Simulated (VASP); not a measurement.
# Ba7B (Fm-3m) in VASP: single point with PBE

Aim: the single point of Ba7B with PBE.

All numbers are computed with VASP 6.6.1; they aren't measurements. Logs are shortened: lines on timing, memory, paths and dates and some standing lists are left out, and cuts for length are marked.

**1. The cell of the first run**

It takes space group Fm-3m (No. 225, cubic). The conventional cell has a = 11.762 Å, b = 11.762 Å, c = 11.762 Å, α = 90.00°, β = 90.00°, γ = 90.00°. Within 5.5 Å of Ba (site symmetry mmm) lie 10 Ba at 4.16 Å and 2 B at 4.16 Å. Ba (site symmetry m-3m) has 12 Ba at 4.16 Å within 5.5 Å. Within 5.5 Å of B (site symmetry m-3m) lie 12 Ba at 4.16 Å.

**2. Single point, PBE**

Input file INCAR:

```
  PREC = Accurate
  ENCUT = 500
  EDIFF = 1E-6
  ISMEAR = 0
  SIGMA = 0.1
  LREAL = False
  LASPH = True
  NELM = 120
  ALGO = Normal
  ISIF = 2
  LWAVE = False
  LCHARG = False
  GGA = PE
  NBANDS = 46
  GGA_COMPAT = False
```

Input file KPOINTS:

```
Automatic mesh
0
Gamma
  6 6 6
```

Input file POSCAR:

```
Ba7B
1.0
    0.0000000000      5.8811866969      5.8811866969
    5.8811866969      0.0000000000      5.8811866969
    5.8811866969      5.8811866969      0.0000000000
Ba B
7 1
Direct
    0.5000000000      0.0000000000      0.0000000000
    0.0000000000      0.5000000000      0.5000000000
    0.0000000000      0.5000000000      0.0000000000
    0.5000000000      0.0000000000      0.5000000000
    0.0000000000      0.0000000000      0.5000000000
    0.5000000000      0.5000000000      0.0000000000
    0.5000000000      0.5000000000      0.5000000000
    0.0000000000      0.0000000000      0.0000000000
```

Potentials or basis: VASP PAW PBE potentials, release 64 (Ba_sv, B).

Command:

```bash
$ cat potpaw_PBE.64/Ba_sv/POTCAR potpaw_PBE.64/B/POTCAR > POTCAR
$ mpirun -np 1 vasp_std > vasp.out
```

OUTCAR:

```text
PREC = Accurate
   ENCUT = 500
   EDIFF = 1E-6
   ISMEAR = 0
   LREAL = False
   LASPH = True
   NELM = 120
   ISIF = 2
   GGA = PE

 ion  position               nearest neighbor table
   1  0.500  0.000  0.000-   4 4.16   6 4.16   4 4.16   5 4.16   7 4.16   3 4.16   6 4.16   7 4.16
                             3 4.16   5 4.16
   2  0.000  0.500  0.500-   3 4.16   5 4.16   7 4.16   3 4.16   6 4.16   4 4.16   5 4.16   4 4.16
                             6 4.16   7 4.16
   3  0.000  0.500  0.000-   2 4.16   6 4.16   2 4.16   5 4.16   7 4.16   1 4.16   5 4.16   1 4.16
                             6 4.16   7 4.16
   4  0.500  0.000  0.500-   1 4.16   5 4.16   7 4.16   1 4.16   6 4.16   2 4.16   6 4.16   7 4.16
                             2 4.16   5 4.16
   5  0.000  0.000  0.500-   2 4.16   4 4.16   1 4.16   3 4.16   2 4.16   3 4.16   7 4.16   1 4.16
                             4 4.16   7 4.16
   6  0.500  0.500  0.000-   1 4.16   3 4.16   7 4.16   2 4.16   4 4.16   7 4.16   1 4.16   4 4.16
                             2 4.16   3 4.16
   7  0.500  0.500  0.500-   2 4.16   4 4.16   6 4.16   1 4.16   3 4.16   6 4.16   1 4.16   4 4.16
                             5 4.16   2 4.16   3 4.16   5 4.16
   8  0.000  0.000  0.000-

  LATTYP: Found a face centered cubic cell.
 ALAT       =    11.7623733938

  Lattice vectors:

 A1 = (   0.0000000000,   5.8811866969,   5.8811866969)
 A2 = (   5.8811866969,   0.0000000000,   5.8811866969)
 A3 = (   5.8811866969,   5.8811866969,   0.0000000000)

Analysis of symmetry for initial positions (statically):
=====================================================================
 Subroutine PRICEL returns:
 Original cell was already a primitive cell.

 Routine SETGRP: Setting up the symmetry group for a
 face centered cubic supercell.

 Subroutine GETGRP returns: Found 48 space group operations
 (whereof 48 operations were pure point group operations)
 out of a pool of 48 trial point group operations.

The static configuration has the point symmetry O_h .

Analysis of symmetry for dynamics (positions and initial velocities):
=====================================================================
 Subroutine PRICEL returns:
 Original cell was already a primitive cell.

 Routine SETGRP: Setting up the symmetry group for a
 face centered cubic supercell.

 Subroutine GETGRP returns: Found 48 space group operations
 (whereof 48 operations were pure point group operations)
 out of a pool of 48 trial point group operations.

The dynamic configuration has the point symmetry O_h .

 Subroutine INISYM returns: Found 48 space group operations
 (whereof 48 operations are pure point group operations),
 and found     1 'primitive' translations

----------------------------------------------------------------------------------------

                                     Primitive cell

  volume of cell :     406.8412

  direct lattice vectors                    reciprocal lattice vectors
     0.000000000  5.881186697  5.881186697    -0.085016856  0.085016856  0.085016856
     5.881186697  0.000000000  5.881186697     0.085016856 -0.085016856  0.085016856
     5.881186697  5.881186697  0.000000000     0.085016856  0.085016856 -0.085016856

  length of vectors
     8.317253990  8.317253990  8.317253990     0.147253513  0.147253513  0.147253513

  position of ions in fractional coordinates (direct lattice)
     0.500000000  0.000000000  0.000000000
     0.000000000  0.500000000  0.500000000
     0.000000000  0.500000000  0.000000000
     0.500000000  0.000000000  0.500000000
     0.000000000  0.000000000  0.500000000
     0.500000000  0.500000000  0.000000000
     0.500000000  0.500000000  0.500000000
     0.000000000  0.000000000  0.000000000

  ion indices of the primitive-cell ions
   primitive index   ion index
                 1           1
                 2           2
                 3           3
                 4           4
                 5           5
                 6           6
                 7           7
                 8           8

----------------------------------------------------------------------------------------

 KPOINTS: Automatic mesh

Automatic generation of k-mesh.
 Grid dimensions read from file:
 generate k-points for:    6    6    6

 Generating k-lattice:

  Cartesian coordinates                     Fractional coordinates (reciprocal lattice)
    -0.014169476  0.014169476  0.014169476     0.166666667  0.000000000  0.000000000
     0.014169476 -0.014169476  0.014169476     0.000000000  0.166666667  0.000000000
     0.014169476  0.014169476 -0.014169476     0.000000000  0.000000000  0.166666667

  Length of vectors
     0.024542252  0.024542252  0.024542252

  Shift w.r.t. Gamma in fractional coordinates (k-lattice)
     0.000000000  0.000000000  0.000000000

 Subroutine IBZKPT returns following result:
 ===========================================

 Found     16 irreducible k-points:

 Following reciprocal coordinates:
            Coordinates               Weight
  0.000000  0.000000  0.000000      1.000000
  0.166667  0.000000  0.000000      8.000000
  0.333333  0.000000  0.000000      8.000000
  0.500000  0.000000  0.000000      4.000000
  0.166667  0.166667  0.000000      6.000000
  0.333333  0.166667  0.000000     24.000000
[... 8 lines left out ...]
 -0.333333  0.333333  0.166667     24.000000
 -0.333333  0.500000  0.166667     12.000000
   k-points           NKPTS =     16   k-points in BZ     NKDIM =     16   number of bands    NBANDS=     46
   number of dos      NEDOS =    301   number of ions     NIONS =      8
   total plane-waves  NPLWV = 262144
   dimension x,y,z NGX =    64 NGY =   64 NGZ =   64
   dimension x,y,z NGXF=   128 NGYF=  128 NGZF=  128
   ions per type =               7   1
   NGX,Y,Z   is equivalent  to a cutoff of  12.79, 12.79, 12.79 a.u.
   NGXF,Y,Z  is equivalent  to a cutoff of  25.58, 25.58, 25.58 a.u.
 SYSTEM =  unknown system
   PREC   = accura    normal or accurate (medium, high low for compatibility)
   ISTART =      0    job   : 0-new  1-cont  2-samecut
   ICHARG =      2    charge: 1-file 2-atom 10-const
   ISPIN  =      1    spin polarized calculation?
   LNONCOLLINEAR =      F non collinear calculations
   LSORBIT =      F    spin-orbit coupling
   LASPH  =      T    aspherical Exc in radial PAW
   ENCUT  =  500.0 eV  36.75 Ry    6.06 a.u.  15.16 15.16 15.16*2*pi/ulx,y,z
   NELM   =    120;   NELMIN=  2; NELMDL= -5     # of ELM steps
   EDIFF  = 0.1E-05   stopping-criterion for ELM
   LREAL  =      F    real-space projection
   EDIFFG = 0.1E-04   stopping-criterion for IOM
   NSW    =      0    number of steps for IOM
   IBRION =     -1    ionic relax: 0-MD 1-quasi-New 2-CG
   NFREE  =      0    steps in history (QN), initial steepest desc. (CG)
   ISIF   =      2    stress and relaxation
   ISYM   =      2    0-nonsym 1-usesym 2-fastsym
   POTIM  = 0.5000    time-step for ionic-motion
   TEBEG  =    0.0;   TEEND  =   0.0 temperature during run
   PSTRESS=    0.0 pullay stress
   NELECT =      73.0000    total number of electrons
   NUPDOWN=      -1.0000    fix difference up-down
   EMIN   =  10.00;   EMAX   =-10.00  energy-range for DOS
   EFERMI =   0.00;   METHOD = LEGACY
   ISMEAR =     0;   SIGMA  =   0.10  broadening in eV -4-tet -1-fermi 0-gaus
   EFERMI_NEDOS =   21; number of points for ismear=-14 and -15
   IALGO  =     38    algorithm
   IMIX   =      4    mixing-type and parameters
     AMIX     =   0.40;   BMIX     =  1.00
     AMIX_MAG =   1.60;   BMIX_MAG =  1.00
  volume/ion in A,a.u.               =      50.86       343.19
  Fermi-wavevector in a.u.,A,eV,Ry     =   0.923367  1.744910 11.600407  0.852606
  Thomas-Fermi vector in A             =   2.048995
   LORBIT       =      0    0 simple, 1 ext, 2 COOP (PROOUT), +10 PAW based schemes
   GGA     = PE    functional components
   LHFCALC =     F    Hartree Fock is set to
   AEXX    =    0.0000 exact exchange contribution
   IVDW    =     0    specifies the selected vdW correction
   LEPSILON=     F    determine dielectric tensor
   LRPA    =     F    only Hartree local field effects (RPA)
 non-spin polarized calculation
 Gauss-broadening in eV      SIGMA  =   0.10
  energy-cutoff  :      500.00
  volume of cell :      406.84
 maximum number of plane-waves:     10375
 NGX is ok and might be reduce to    64
   NGX = 31   NGY = 31   NGZ = 31

 number of electron      73.0000001 magnetization

 Free energy of the ion-electron system (eV)
  ---------------------------------------------------
  ext. energy  EPLUGINS =         0.00000000
  ---------------------------------------------------
  free energy    TOTEN  =       -15.47096223 eV

  energy without entropy =      -15.40709132  energy(sigma->0) =      -15.43902677

 E-fermi :   1.9839     XC(G=0):  -7.8280

 val. band max:        1.9793619243   @ k =  -0.3333   0.3333   0.0000
 cond. band min:       1.9919530667   @ k =   0.5000   0.0000   0.0000
 fundamental gap:      0.0125911424
 Fermi energy:         1.9839433404

 k-point     1 :       0.0000    0.0000    0.0000
  band No.  band energies     occupation
      1     -26.8050      2.00000
      2     -26.7345      2.00000
      3     -26.7345      2.00000
      4     -26.7345      2.00000
      5     -26.7024      2.00000
      6     -26.7024      2.00000
[... 38 lines left out ...]
     45       3.7493      0.00000
     46       3.7505      0.00000

 k-point     2 :       0.1667    0.0000    0.0000
  band No.  band energies     occupation
      1     -26.8001      2.00000
      2     -26.7390      2.00000
      3     -26.7324      2.00000
      4     -26.7324      2.00000
      5     -26.7046      2.00000
      6     -26.7046      2.00000
[... 38 lines left out ...]
     45       3.6258      0.00000
     46       3.6406      0.00000

 k-point     3 :       0.3333    0.0000    0.0000
  band No.  band energies     occupation
      1     -26.7869      2.00000
      2     -26.7515      2.00000
      3     -26.7265      2.00000
      4     -26.7265      2.00000
      5     -26.7105      2.00000
      6     -26.7105      2.00000
[... 626 lines left out ...]
     45       3.1094      0.00000
     46       3.1596      0.00000

 k-point    16 :      -0.3333    0.5000    0.1667
  band No.  band energies     occupation
      1     -26.7635      2.00000
      2     -26.7514      2.00000
      3     -26.7369      2.00000
      4     -26.7350      2.00000
      5     -26.7185      2.00000
      6     -26.7065      2.00000
[... 38 lines left out ...]
     45       2.9301      0.00000
     46       3.1704      0.00000

------------------------ aborting loop because EDIFF is reached ----------------------------------------

  FORCE on cell =-STRESS in cart. coord.  units (eV):
  Direction    XX          YY          ZZ          XY          YZ          ZX
  --------------------------------------------------------------------------------------
  -------------------------------------------------------------------------------------
  Total        0.3346661      0.3346661      0.3346661      0.0000000     -0.0000000     -0.0000000
  in kB        1.3179455      1.3179455      1.3179455      0.0000000     -0.0000000     -0.0000000
  external PRESSURE =       1.3179455 kB  Pullay stress =       0.0000000 kB

 VOLUME and BASIS-vectors are now :
 -----------------------------------------------------------------------------
  energy-cutoff  :      500.00
  volume of cell :      406.84
      direct lattice vectors                 reciprocal lattice vectors
     0.000000000  5.881186697  5.881186697    -0.085016856  0.085016856  0.085016856
     5.881186697  0.000000000  5.881186697     0.085016856 -0.085016856  0.085016856
     5.881186697  5.881186697  0.000000000     0.085016856  0.085016856 -0.085016856

 POSITION                                       TOTAL-FORCE (eV/Angst)
 -----------------------------------------------------------------------------------
      0.00000      2.94059      2.94059        -0.000000      0.000000      0.000000
      5.88119      2.94059      2.94059        -0.000000     -0.000000     -0.000000
      2.94059      0.00000      2.94059         0.000000      0.000000     -0.000000
      2.94059      5.88119      2.94059         0.000000     -0.000000      0.000000
      2.94059      2.94059      0.00000        -0.000000      0.000000     -0.000000
      2.94059      2.94059      5.88119         0.000000      0.000000      0.000000
      5.88119      5.88119      5.88119         0.000000      0.000000      0.000000
      0.00000      0.00000      0.00000         0.000000      0.000000      0.000000
 -----------------------------------------------------------------------------------
    total drift:                                0.000000      0.000000      0.000000

  FREE ENERGIE OF THE ION-ELECTRON SYSTEM (eV)
  ---------------------------------------------------
  free  energy   TOTEN  =       -15.4709622277 eV

  energy  without entropy=      -15.4070913208  energy(sigma->0) =      -15.43902677
```

Wall time 12 min (1 thread of Intel Xeon 6975P-C (Granite Rapids), shared host); peak memory 0.69 GiB.

Results:

```yaml
Free_energy: -15.4710 eV
Pressure: 0.1 GPa
Band_gap_on_the_k_mesh: zero (an odd number of electrons rules out a gap without spin polarisation)
```

Levels at points of the mesh, in eV from the Fermi level:
| k point | band 33 | band 34 | band 35 | band 36 | band 37 | band 38 | band 39 | band 40 |
| --- | --- | --- | --- | --- | --- | --- | --- | --- |
| (0.00, 0.00, 0.00) | -0.97 | -0.97 | -0.70 | -0.70 | 0.08 | 0.08 | 0.08 | 0.27 |
| (0.50, 0.00, 0.00) | -0.64 | -0.55 | -0.27 | 0.01 | 0.01 | 0.25 | 0.25 | 0.25 |
| (0.50, 0.50, 0.00) | -0.69 | -0.48 | -0.19 | 0.29 | 0.35 | 0.35 | 0.35 | 0.42 |

Caveat: spin-orbit coupling is left out, which moves the levels of the heavy elements.
